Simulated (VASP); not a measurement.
A run of VASP 6.6.1 is set up as follows.

INCAR

```
SYSTEM = AlN
PREC = Accurate ; ENCUT = 520
EDIFF = 1E-7 ; ISMEAR = 0
SIGMA = 0.05 ; LREAL = .FALSE.
LASPH = .TRUE. ; NELM = 80
ALGO = Normal ; ISIF = 2
LWAVE = .FALSE. ; LCHARG = .FALSE.
GGA = PE ; ISYM = 0
NBANDS = 36
```

KPOINTS

```
Automatic mesh
0
G
  8 8 2
  0 0 0
```

POSCAR

```
AlN
1.0
    2.2015871003     -2.2015871003      0.0000000000
    2.2015871003      0.0000000000     -2.2015871003
   11.7417978683      7.3386236677      7.3386236677
Al N
6 6
Direct
    0.7361333333     -0.2638666667      0.3958000000
    0.1805777778      0.1805777778      0.2291333333
    0.2916888889      0.2916888889      0.5624666667
    0.4028000000      0.4028000000      0.8958000000
   -0.1527555556     -0.1527555556      0.7291333333
    0.6250222222      0.6250222222      0.0624666667
    0.3750222222      0.3750222222      0.4374666667
    0.8194666667     -0.1805333333      0.2708000000
   -0.0694222222     -0.0694222222      0.6041333333
    0.0416888889      0.0416888889      0.9374666667
   -0.5138666667     -0.5138666667      0.7708000000
    0.2639111111      0.2639111111      0.1041333333
```

Potentials or basis: VASP PAW PBE potentials, release 64 (Al, N).

Launch:

```sh
$ cat potpaw_PBE.64/Al/POTCAR potpaw_PBE.64/N/POTCAR > POTCAR
$ mpirun -np 1 vasp_std > vasp.out
```

Question: Estimate the band gap on the k mesh.

Answer: 3.33 eV, indirect (least direct gap 3.54 eV).

Question: What does it give for the pressure?

Answer: -2.5 GPa.

Forces in eV/Å, atoms in the order of the input:
```
Al   0.045  0.045  0.045
Al   0.055  0.055  0.055
Al   0.044  0.044  0.044
Al  -0.074 -0.074 -0.074
Al   0.049  0.049  0.049
Al  -0.360 -0.360 -0.360
N   -0.044 -0.044 -0.044
N   -0.044 -0.045 -0.045
N   -0.044 -0.044 -0.044
N    0.406  0.406  0.406
N   -0.061 -0.061 -0.061
N    0.027  0.027  0.027
```

A k mesh can miss the band edges. PBE gaps usually lie below the measured ones, often by a third to a half.
